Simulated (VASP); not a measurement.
# NaI (Fm-3m) in VASP: settings compared, part 2 of 2

VASP 6.6.1. The steps go on from the part before.

### Step 4. Single point, r2SCAN

This run uses another cell than the first one, of 33.69 Å³/atom.

POSCAR reads:

```
NaI
1.0
    0.0000000000      3.2297205588      3.2297205588
    3.2297205588      0.0000000000      3.2297205588
    3.2297205588      3.2297205588      0.0000000000
Na I
1 1
Direct
    0.0000000000      0.0000000000      0.0000000000
    0.5000000000      0.5000000000      0.5000000000
```

INCAR.step1 reads:

```
SYSTEM = NaI
PREC = Accurate ; ENCUT = 520
ISMEAR = 0 ; SIGMA = 0.01
LREAL = .FALSE. ; LASPH = .TRUE.
NELM = 80 ; NBANDS = 14
GGA = PE ; ALGO = Normal
EDIFF = 1E-4 ; LWAVE = .TRUE.
LCHARG = .FALSE.
```

INCAR.step2 reads:

```
SYSTEM = NaI
PREC = Accurate ; ENCUT = 520
EDIFF = 1E-6 ; ISMEAR = 0
SIGMA = 0.01 ; LREAL = .FALSE.
LASPH = .TRUE. ; NELM = 80
ALGO = Normal ; ISIF = 2
LWAVE = .FALSE. ; LCHARG = .FALSE.
METAGGA = R2SCAN ; LMIXTAU = .TRUE.
NBANDS = 14 ; ISTART = 1
```

KPOINTS reads:

```
regular mesh
0
G
  8 8 8
  0 0 0
```

Potentials or basis: VASP PAW PBE potentials, release 64 (Na_pv, I).

On the command line:

```bash
$ cat potpaw_PBE.64/Na_pv/POTCAR potpaw_PBE.64/I/POTCAR > POTCAR
$ cp INCAR.step1 INCAR
$ mpirun -np 1 vasp_std > vasp.out
$ cp INCAR.step2 INCAR
$ mpirun -np 1 vasp_std > vasp.out
```

OUTCAR:

```text
SYSTEM = NaI
   PREC = Accurate
   ENCUT = 520
   EDIFF = 1E-6
   ISMEAR = 0
   LREAL = .FALSE.
   LASPH = .TRUE.
   NELM = 80
   ISIF = 2
   METAGGA = R2SCAN
   ISTART = 1

 ion  position               nearest neighbor table
   1  0.000  0.000  0.000-
   2  0.500  0.500  0.500-

  LATTYP: Found a face centered cubic cell.
 ALAT       =     6.4594411176

  Lattice vectors:

 A1 = (   0.0000000000,   3.2297205588,   3.2297205588)
 A2 = (   3.2297205588,   0.0000000000,   3.2297205588)
 A3 = (   3.2297205588,   3.2297205588,   0.0000000000)

Analysis of symmetry for initial positions (statically):
=====================================================================
 Subroutine PRICEL returns:
 Original cell was already a primitive cell.

 Routine SETGRP: Setting up the symmetry group for a
 face centered cubic supercell.

 Subroutine GETGRP returns: Found 48 space group operations
 (whereof 48 operations were pure point group operations)
 out of a pool of 48 trial point group operations.

The static configuration has the point symmetry O_h .

Analysis of symmetry for dynamics (positions and initial velocities):
[... 166 lines left out ...]

 k-point     1 :       0.0000    0.0000    0.0000
  band No.  band energies     occupation
      1     -22.7212      2.00000
      2     -22.7210      2.00000
      3     -22.7210      2.00000
      4     -10.8387      2.00000
      5       0.5233      2.00000
      6       0.5233      2.00000
      7       0.5233      2.00000
      8       4.9813      0.00000
      9       8.9980      0.00000
     10       8.9980      0.00000
     11       8.9980      0.00000
     12      10.8598      0.00000
     13      10.8598      0.00000
     14      11.6460      0.00000
[... 377 lines left out ...]
      1     -22.7253      2.00000
      2     -22.7227      2.00000
      3     -22.7217      2.00000
      4     -10.4529      2.00000
      5      -1.4100      2.00000
      6      -0.4132      2.00000
      7       0.0184      2.00000
      8       7.2777      0.00000
      9       7.5415      0.00000
     10       9.4755      0.00000
     11       9.5202      0.00000
     12      11.7749      0.00000
     13      12.9278      0.00000
     14      14.0773      0.00000

 [... further k-points ...]
[... 5 lines left out ...]
  --------------------------------------------------------------------------------------
  -------------------------------------------------------------------------------------
  Total       -0.0320757     -0.0320757     -0.0320757      0.0000000      0.0000000     -0.0000000
  in kB       -0.7627145     -0.7627145     -0.7627145      0.0000000      0.0000000     -0.0000000
  external PRESSURE =      -0.7627145 kB  Pullay stress =       0.0000000 kB

 VOLUME and BASIS-vectors are now :
 -----------------------------------------------------------------------------
  energy-cutoff  :      520.00
  volume of cell :       67.38
      direct lattice vectors                 reciprocal lattice vectors
     0.000000000  3.229720559  3.229720559    -0.154812155  0.154812155  0.154812155
     3.229720559  0.000000000  3.229720559     0.154812155 -0.154812155  0.154812155
     3.229720559  3.229720559  0.000000000     0.154812155  0.154812155 -0.154812155

 POSITION                                       TOTAL-FORCE (eV/Angst)
 -----------------------------------------------------------------------------------
      0.00000      0.00000      0.00000         0.000000     -0.000000     -0.000000
      3.22972      3.22972      3.22972        -0.000000      0.000000      0.000000
 -----------------------------------------------------------------------------------
    total drift:                                0.000000      0.000000      0.000000

  FREE ENERGIE OF THE ION-ELECTRON SYSTEM (eV)
  ---------------------------------------------------
  free  energy   TOTEN  =       -31.0858551866 eV

  energy  without entropy=      -31.0858551866  energy(sigma->0) =      -31.08585519
```

OUTCAR.step1:

```text
SYSTEM = NaI
   PREC = Accurate
   ENCUT = 520
   ISMEAR = 0
   LREAL = .FALSE.
   LASPH = .TRUE.
[... 630 lines left out ...]
      0.00000      0.00000      0.00000         0.000000      0.000000     -0.000000
      3.22972      3.22972      3.22972        -0.000000      0.000000      0.000000
 -----------------------------------------------------------------------------------
    total drift:                                0.000000      0.000000      0.000000

  FREE ENERGIE OF THE ION-ELECTRON SYSTEM (eV)
  ---------------------------------------------------
  free  energy   TOTEN  =        -5.3837618199 eV

  energy  without entropy=       -5.3837618199  energy(sigma->0) =       -5.38376182
```

Run time: 2.9 min. Hardware: 1 thread of Intel Xeon 8259CL, shared host; peak memory 0.22 GiB.

What came out:

```yaml
Free_energy: -31.0859 eV
Pressure: -0.1 GPa
Band_gap_on_the_k_mesh: 4.46 eV
```

Caveat: the PAW data sets were made with another functional, which shifts forces and pressure a little; spin-orbit coupling is left out, which moves the levels of the heavy elements.

### Step 5. Overview

```tsv
level	cell	k mesh	gap on the mesh (eV)	pressure (GPa)
r2SCAN	a = 4.657 Å, angles 60.0°, 2 atoms	6 × 6 × 6	4.29	-0.9
PBE	a = 4.568 Å, angles 60.0°, 2 atoms	8 × 8 × 8	3.66	0.5
r2SCAN	a = 4.568 Å, angles 60.0°, 2 atoms	8 × 8 × 8	4.46	-0.1
```

Alike in all rows: task single point; potentials or basis VASP PAW PBE potentials, release 64 (Na_pv, I); no spin polarisation; cutoff (eV) 520; smearing gaussian 0.01 eV.

Caveats: spin-orbit coupling is left out, which moves the levels of the heavy elements; the PAW data sets were made with another functional, which shifts forces and pressure a little (at least some runs).

Absolute energies hang on the potentials; compare differences alone.
